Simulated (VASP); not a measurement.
# MoS2 (R-3m) in VASP: single point with PBE

Aim: the single point of MoS2 with PBE.

Everything below comes from runs of VASP 6.6.1. Logs are shortened: lines on timing, memory, paths and dates and some standing lists are left out, and cuts for length are marked.

### Step 1. The cell of the first run

The structure is trigonal, space group R-3m (No. 166). The conventional cell has a = 3.193 Å, b = 3.193 Å, c = 20.272 Å, α = 90.00°, β = 90.00°, γ = 120.00°. Mo (site symmetry -3m) has 6 S at 2.43 Å and 6 Mo at 3.19 Å within 3.2 Å. S (site symmetry 3m) has 3 Mo at 2.43 Å and 6 S at 3.19 Å within 3.2 Å.

### Step 2. Single point, PBE

The input, INCAR:

```
PREC = Accurate ; ENCUT = 520
EDIFF = 1E-7 ; ISMEAR = 0
SIGMA = 0.1 ; LREAL = False
LASPH = True ; NELM = 80
ALGO = Normal ; ISIF = 2
LWAVE = False ; LCHARG = False
GGA = PE ; NBANDS = 20
```

The input, KPOINTS:

```
regular mesh
0
Gamma
  18 18 18
```

The input, POSCAR:

```
MoS2
1.0
    1.5966160655      0.9218067152      6.7574150132
   -1.5966160655      0.9218067152      6.7574150132
    0.0000000000     -1.8436134304      6.7574150132
Mo S
1 2
Direct
    0.0000000000      0.0000000000      0.0000000000
    0.7447803473      0.7447803473      0.7447803473
    0.2552196527      0.2552196527      0.2552196527
```

Potentials or basis: VASP PAW PBE potentials, release 64 (Mo_sv, S).

Started as:

```bash
$ cat potpaw_PBE.64/Mo_sv/POTCAR potpaw_PBE.64/S/POTCAR > POTCAR
$ mpirun -np 1 vasp_std > vasp.out
```

OUTCAR:

```text
PREC = Accurate
   ENCUT = 520
   EDIFF = 1E-7
   ISMEAR = 0
   LREAL = False
   LASPH = True
   NELM = 80
   ISIF = 2
   GGA = PE

 ion  position               nearest neighbor table
   1  0.000  0.000  0.000-   2 2.43   3 2.43   2 2.43   2 2.43   3 2.43   3 2.43
   2  0.745  0.745  0.745-   1 2.43   1 2.43   1 2.43
   3  0.255  0.255  0.255-   1 2.43   1 2.43   1 2.43

  LATTYP: Found a trigonal (rhomboedric) cell.
 ALAT       =     7.0043963438
 COS(alpha) =     0.8960822918

  Lattice vectors:

 A1 = (   1.5966160655,   0.9218067152,   6.7574150132)
 A2 = (  -1.5966160655,   0.9218067152,   6.7574150132)
 A3 = (   0.0000000000,  -1.8436134304,   6.7574150132)

Analysis of symmetry for initial positions (statically):
=====================================================================
 Subroutine PRICEL returns:
 Original cell was already a primitive cell.

 Routine SETGRP: Setting up the symmetry group for a
 trigonal (rhombohedral) supercell.

 Subroutine GETGRP returns: Found 12 space group operations
 (whereof 12 operations were pure point group operations)
 out of a pool of 12 trial point group operations.

The static configuration has the point symmetry D_3d.

Analysis of symmetry for dynamics (positions and initial velocities):
=====================================================================
 Subroutine PRICEL returns:
 Original cell was already a primitive cell.

 Routine SETGRP: Setting up the symmetry group for a
 trigonal (rhombohedral) supercell.

 Subroutine GETGRP returns: Found 12 space group operations
 (whereof 12 operations were pure point group operations)
 out of a pool of 12 trial point group operations.

The dynamic configuration has the point symmetry D_3d.

 Subroutine INISYM returns: Found 12 space group operations
 (whereof 12 operations are pure point group operations),
 and found     1 'primitive' translations

----------------------------------------------------------------------------------------

                                     Primitive cell

  volume of cell :      59.6722

  direct lattice vectors                    reciprocal lattice vectors
     1.596616065  0.921806715  6.757415013     0.313162325  0.180804353  0.049328528
    -1.596616065  0.921806715  6.757415013    -0.313162325  0.180804353  0.049328528
     0.000000000 -1.843613430  6.757415013     0.000000000 -0.361608706  0.049328528

  length of vectors
     7.004396344  7.004396344  7.004396344     0.364957751  0.364957751  0.364957751

  position of ions in fractional coordinates (direct lattice)
     0.000000000  0.000000000  0.000000000
     0.744780347  0.744780347  0.744780347
     0.255219653  0.255219653  0.255219653

  ion indices of the primitive-cell ions
   primitive index   ion index
                 1           1
                 2           2
                 3           3

----------------------------------------------------------------------------------------

 KPOINTS: regular mesh

Automatic generation of k-mesh.
 Grid dimensions read from file:
 generate k-points for:   18   18   18

 Generating k-lattice:

  Cartesian coordinates                     Fractional coordinates (reciprocal lattice)
     0.017397907  0.010044686  0.002740474     0.055555556 -0.000000000  0.000000000
    -0.017397907  0.010044686  0.002740474    -0.000000000  0.055555556  0.000000000
     0.000000000 -0.020089373  0.002740474     0.000000000  0.000000000  0.055555556

  Length of vectors
     0.020275431  0.020275431  0.020275431

  Shift w.r.t. Gamma in fractional coordinates (k-lattice)
     0.000000000  0.000000000  0.000000000

 Subroutine IBZKPT returns following result:
 ===========================================

 Found    580 irreducible k-points:

 Following reciprocal coordinates:
            Coordinates               Weight
  0.000000  0.000000  0.000000      1.000000
  0.055556  0.000000 -0.000000      6.000000
  0.111111  0.000000 -0.000000      6.000000
  0.166667  0.000000 -0.000000      6.000000
  0.222222 -0.000000 -0.000000      6.000000
  0.277778  0.000000 -0.000000      6.000000
[... 16 lines left out ...]
 -0.277778  0.055556  0.000000     12.000000
 -0.222222  0.055556  0.000000     12.000000
 [... further k-points ...]
   k-points           NKPTS =    580   k-points in BZ     NKDIM =    580   number of bands    NBANDS=     20
   number of dos      NEDOS =    301   number of ions     NIONS =      3
   total plane-waves  NPLWV = 157464
   dimension x,y,z NGX =    54 NGY =   54 NGZ =   54
   dimension x,y,z NGXF=   108 NGYF=  108 NGZF=  108
   ions per type =               1   2
   NGX,Y,Z   is equivalent  to a cutoff of  12.82, 12.82, 12.82 a.u.
   NGXF,Y,Z  is equivalent  to a cutoff of  25.63, 25.63, 25.63 a.u.
 SYSTEM =  unknown system
   PREC   = accura    normal or accurate (medium, high low for compatibility)
   ISTART =      0    job   : 0-new  1-cont  2-samecut
   ICHARG =      2    charge: 1-file 2-atom 10-const
   ISPIN  =      1    spin polarized calculation?
   LNONCOLLINEAR =      F non collinear calculations
   LSORBIT =      F    spin-orbit coupling
   LASPH  =      T    aspherical Exc in radial PAW
   ENCUT  =  520.0 eV  38.22 Ry    6.18 a.u.  13.02 13.02 13.02*2*pi/ulx,y,z
   NELM   =     80;   NELMIN=  2; NELMDL= -5     # of ELM steps
   EDIFF  = 0.1E-06   stopping-criterion for ELM
   LREAL  =      F    real-space projection
   EDIFFG = 0.1E-05   stopping-criterion for IOM
   NSW    =      0    number of steps for IOM
   IBRION =     -1    ionic relax: 0-MD 1-quasi-New 2-CG
   NFREE  =      0    steps in history (QN), initial steepest desc. (CG)
   ISIF   =      2    stress and relaxation
   ISYM   =      2    0-nonsym 1-usesym 2-fastsym
   POTIM  = 0.5000    time-step for ionic-motion
   TEBEG  =    0.0;   TEEND  =   0.0 temperature during run
   PSTRESS=    0.0 pullay stress
   NELECT =      26.0000    total number of electrons
   NUPDOWN=      -1.0000    fix difference up-down
   EMIN   =  10.00;   EMAX   =-10.00  energy-range for DOS
   EFERMI =   0.00;   METHOD = LEGACY
   ISMEAR =     0;   SIGMA  =   0.10  broadening in eV -4-tet -1-fermi 0-gaus
   EFERMI_NEDOS =   21; number of points for ismear=-14 and -15
   IALGO  =     38    algorithm
   IMIX   =      4    mixing-type and parameters
     AMIX     =   0.40;   BMIX     =  1.00
     AMIX_MAG =   1.60;   BMIX_MAG =  1.00
  volume/ion in A,a.u.               =      19.89       134.23
  Fermi-wavevector in a.u.,A,eV,Ry     =   1.241105  2.345348 20.957622  1.540342
  Thomas-Fermi vector in A             =   2.375517
   LORBIT       =      0    0 simple, 1 ext, 2 COOP (PROOUT), +10 PAW based schemes
   GGA     = PE    functional components
   LHFCALC =     F    Hartree Fock is set to
   AEXX    =    0.0000 exact exchange contribution
   IVDW    =     0    specifies the selected vdW correction
   LEPSILON=     F    determine dielectric tensor
   LRPA    =     F    only Hartree local field effects (RPA)
 non-spin polarized calculation
 Gauss-broadening in eV      SIGMA  =   0.10
  energy-cutoff  :      520.00
  volume of cell :       59.67
 maximum number of plane-waves:      1624
 NGX is ok and might be reduce to    54
   NGX = 25   NGY = 25   NGZ = 25

 number of electron      26.0000002 magnetization

 Free energy of the ion-electron system (eV)
  ---------------------------------------------------
  ext. energy  EPLUGINS =         0.00000000
  ---------------------------------------------------
  free energy    TOTEN  =       -21.02948137 eV

  energy without entropy =      -21.02391895  energy(sigma->0) =      -21.02670016

 E-fermi :   6.3998     XC(G=0): -10.1098

 val. band max:        6.3993757372   @ k =   0.5000   0.3333   0.1667
 cond. band min:       6.4002256563   @ k =  -0.3333   0.4444   0.2778
 fundamental gap:      0.0008499190
 Fermi energy:         6.3998322657

 k-point     1 :       0.0000    0.0000    0.0000
  band No.  band energies     occupation
      1     -55.4238      2.00000
      2     -29.4622      2.00000
      3     -29.4016      2.00000
      4     -29.4016      2.00000
      5      -8.4286      2.00000
      6      -7.1842      2.00000
[... 12 lines left out ...]
     19      12.6814      0.00000
     20      15.7986      0.00000

 k-point     2 :       0.0556    0.0000   -0.0000
  band No.  band energies     occupation
      1     -55.4227      2.00000
      2     -29.4601      2.00000
      3     -29.4125      2.00000
      4     -29.4041      2.00000
      5      -8.3805      2.00000
      6      -7.1703      2.00000
[... 12 lines left out ...]
     19      12.9382      0.00000
     20      15.6477      0.00000

 k-point     3 :       0.1111    0.0000   -0.0000
  band No.  band energies     occupation
      1     -55.4197      2.00000
      2     -29.4540      2.00000
      3     -29.4437      2.00000
      4     -29.4113      2.00000
      5      -8.2394      2.00000
      6      -7.1295      2.00000
[... 12 lines left out ...]
     19      13.5368      0.00000
     20      15.4281      0.00000

 k-point     4 :       0.1667    0.0000   -0.0000
  band No.  band energies     occupation
      1     -55.4149      2.00000
      2     -29.4916      2.00000
      3     -29.4445      2.00000
      4     -29.4223      2.00000
      5      -8.0152      2.00000
      6      -7.0639      2.00000
[... 12 lines left out ...]
     19      14.0562      0.00000
     20      15.2704      0.00000

 k-point     5 :       0.2222   -0.0000   -0.0000
  band No.  band energies     occupation
      1     -55.4091      2.00000
      2     -29.5496      2.00000
      3     -29.4357      2.00000
      4     -29.4330      2.00000
      5      -7.7267      2.00000
      6      -6.9747      2.00000
[... 12 lines left out ...]
     19      14.0478      0.00000
     20      14.8303      0.00000
[... 353 lines left out ...]
      6      -6.3094      2.00000
[... 12 lines left out ...]
     19      13.3977      0.00000
     20      13.9785      0.00000

 k-point    22 :      -0.3333    0.0556    0.0000
  band No.  band energies     occupation
      1     -55.3942      2.00000
      2     -29.6910      2.00000
      3     -29.4752      2.00000
      4     -29.4033      2.00000
      5      -7.0094      2.00000
      6      -6.5598      2.00000
[... 12 lines left out ...]
     19      13.5205      0.00000
     20      14.4054      0.00000

 k-point    23 :      -0.2778    0.0556    0.0000
  band No.  band energies     occupation
      1     -55.3995      2.00000
      2     -29.6405      2.00000
      3     -29.4621      2.00000
      4     -29.4138      2.00000
      5      -7.2313      2.00000
      6      -6.7740      2.00000
[... 12 lines left out ...]
     19      13.6202      0.00000
     20      14.4699      0.00000

 k-point    24 :      -0.2222    0.0556    0.0000
  band No.  band energies     occupation
      1     -55.4055      2.00000
      2     -29.5825      2.00000
      3     -29.4473      2.00000
      4     -29.4257      2.00000
      5      -7.5390      2.00000
      6      -6.9121      2.00000
[... 12 lines left out ...]
     19      14.0251      0.00000
     20      14.6546      0.00000

 [... further k-points ...]

------------------------ aborting loop because EDIFF is reached ----------------------------------------

  FORCE on cell =-STRESS in cart. coord.  units (eV):
  Direction    XX          YY          ZZ          XY          YZ          ZX
  --------------------------------------------------------------------------------------
  -------------------------------------------------------------------------------------
  Total       -0.0310150     -0.0310150     -0.0390005      0.0000000     -0.0000000      0.0000000
  in kB       -0.8327405     -0.8327405     -1.0471479      0.0000000     -0.0000000      0.0000000
  external PRESSURE =      -0.9042097 kB  Pullay stress =       0.0000000 kB

 VOLUME and BASIS-vectors are now :
 -----------------------------------------------------------------------------
  energy-cutoff  :      520.00
  volume of cell :       59.67
      direct lattice vectors                 reciprocal lattice vectors
     1.596616065  0.921806715  6.757415013     0.313162325  0.180804353  0.049328528
    -1.596616065  0.921806715  6.757415013    -0.313162325  0.180804353  0.049328528
     0.000000000 -1.843613430  6.757415013     0.000000000 -0.361608706  0.049328528

 POSITION                                       TOTAL-FORCE (eV/Angst)
 -----------------------------------------------------------------------------------
      0.00000      0.00000      0.00000         0.000000      0.000000      0.000000
      0.00000      0.00000     15.09837        -0.000000     -0.000000     -0.008566
      0.00000      0.00000      5.17388        -0.000000     -0.000000      0.008566
 -----------------------------------------------------------------------------------
    total drift:                               -0.000000     -0.000000      0.000000

  FREE ENERGIE OF THE ION-ELECTRON SYSTEM (eV)
  ---------------------------------------------------
  free  energy   TOTEN  =       -21.0294813725 eV

  energy  without entropy=      -21.0239189515  energy(sigma->0) =      -21.02670016
```

It took 23 min on 1 thread of Intel Xeon 6975P-C (Granite Rapids), shared host; peak memory 0.87 GiB.

What came out:

```
Free energy            : -21.0295 eV
Pressure               : -0.1 GPa
Largest force          : 0.009 eV/Å
Band gap on the k mesh : zero (bands 13 and 14 overlap by 0.66 eV)
```

Forces on the atoms (eV/Å):
```
Mo   0.000  0.000  0.000
S    0.000  0.000 -0.009
S    0.000  0.000  0.009
```
